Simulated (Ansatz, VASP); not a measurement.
**One calculation of Si, two programs**

```
CELL_PARAMETERS angstrom
0.00000 2.93271 2.93271
2.93271 0.00000 2.93271
2.93271 2.93271 0.00000
ATOMIC_POSITIONS crystal
Si 0.50000 0.50000 0.50000
Si 0.75000 0.75000 0.75000
```

Change from the starting cell: strain +0.080 along x and y, +0.080 along z, atoms carried along.

Alike in both runs: task single point; functional PBE; k mesh 10 × 10 × 10; occupations gaussian, width 0.05 eV; no spin polarisation.

```csv
,VASP,Ansatz
version,VASP 6.6.1,Ansatz 0.2.0
potentials or method,"VASP PAW PBE potentials, release 64 (Si), cutoff 520 eV","scalar-relativistic, plane waves, PAW"
valence electrons in the cell,8,8
```

Ansatz gave:

```
gap on the k mesh at the Fermi level (eV) : 0.75
least direct gap on the mesh (eV)         : 0.93
pressure (GPa)                            : -11.6
```

Q: Which values does VASP return?

A: gap on the k mesh at the Fermi level (eV): 0.76; least direct gap on the mesh (eV): 0.93; pressure (GPa): -11.6.
